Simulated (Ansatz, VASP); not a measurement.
## Two plane-wave programs on Cr

```
CELL_PARAMETERS angstrom
-1.42389 1.42389 1.42389
1.42389 -1.42389 1.42389
1.42389 1.42389 -1.42389
ATOMIC_POSITIONS crystal
Cr 0.00000 0.00000 0.00000
```

Alike in both runs: functional PBE; k mesh 20 × 20 × 20; occupations gaussian, width 0.1 eV; no spin polarisation.

Ansatz relaxed the structure, and its values are those at the end. VASP's run is a single point on that final structure, the one shown.

```csv
,VASP,Ansatz
version,VASP 6.6.1,Ansatz 0.2.0
potentials or method,"VASP PAW PBE potentials, release 64 (Cr_pv), cutoff 500 eV","scalar-relativistic, plane waves, PAW"
valence electrons in the cell,12,14
```

Ansatz gave:

* gap on the k mesh at the Fermi level (eV): none
* pressure (GPa): 0.0

Problem. Estimate VASP's values.

Solution. gap on the k mesh at the Fermi level (eV): none; pressure (GPa): -1.3.

A gap of «none» marks a metal or a gap that the smearing closes. The functional is the same, so the differences come from potentials, cutoffs and numerics. VASP's potentials hold 12 valence electrons a cell and Ansatz's 14, so a difference there can come from the potentials and not from the codes.
